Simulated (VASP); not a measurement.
C:

```
C
1.0
     3.56700    0.00000    0.00000
     0.00000    3.56700    0.00000
     0.00000    0.00000    3.56700
C
8
Direct
  0.00000 0.00000 0.00000
  0.00000 0.50000 0.50000
  0.50000 0.00000 0.50000
  0.50000 0.50000 0.00000
  0.25000 0.25000 0.25000
  0.25000 0.75000 0.75000
  0.75000 0.25000 0.75000
  0.75000 0.75000 0.25000
```

| Property | Result |
| --- | --- |
| Program | VASP 6.6.1 |
| Task | relaxation of cell and atoms |
| Functional | LDA |
| Potentials or basis | VASP PAW LDA potentials, release 64 (C) |
| Cutoff | 600 eV |
| k mesh | 6 × 6 × 6 |
| Occupations | gaussian, width 0.01 eV |
| Spin | no spin polarisation |

At the start: pressure -12.5 GPa; volume 5.67 Å³/atom.

Problem. Where does the relaxation end?

Solution. Over 6 steps the energy falls by 6.3 meV/atom and the volume is 5.52 Å³/atom (-2.8 %); space group Fd-3m (No. 227, to 0.05 Å).

Step by step:
```csv
step,energy change (eV),largest force (eV/Å),pressure (GPa),volume (Å³)
1,0.0000,0.0000,-12.46,45.38
2,0.0363,0.0000,18.09,42.55
3,-0.0502,0.0000,-0.11,44.13
4,-0.0502,0.0000,0.15,44.11
5,-0.0502,0.0000,-0.16,44.14
6,-0.0502,0.0000,0.00,44.12
```

Final structure:
```cif
data_structure
_symmetry_space_group_name_H-M 'P 1'
_symmetry_Int_Tables_number 1
_cell_length_a 3.5336
_cell_length_b 3.5336
_cell_length_c 3.5336
_cell_angle_alpha 90.000
_cell_angle_beta 90.000
_cell_angle_gamma 90.000
_cell_volume 44.12
loop_
_atom_site_label
_atom_site_type_symbol
_atom_site_fract_x
_atom_site_fract_y
_atom_site_fract_z
_atom_site_occupancy
C1 C 0.00000 0.00000 0.00000 1
C2 C 0.00000 0.50000 0.50000 1
C3 C 0.50000 0.00000 0.50000 1
C4 C 0.50000 0.50000 0.00000 1
C5 C 0.25000 0.25000 0.25000 1
C6 C 0.25000 0.75000 0.75000 1
C7 C 0.75000 0.25000 0.75000 1
C8 C 0.75000 0.75000 0.25000 1
```
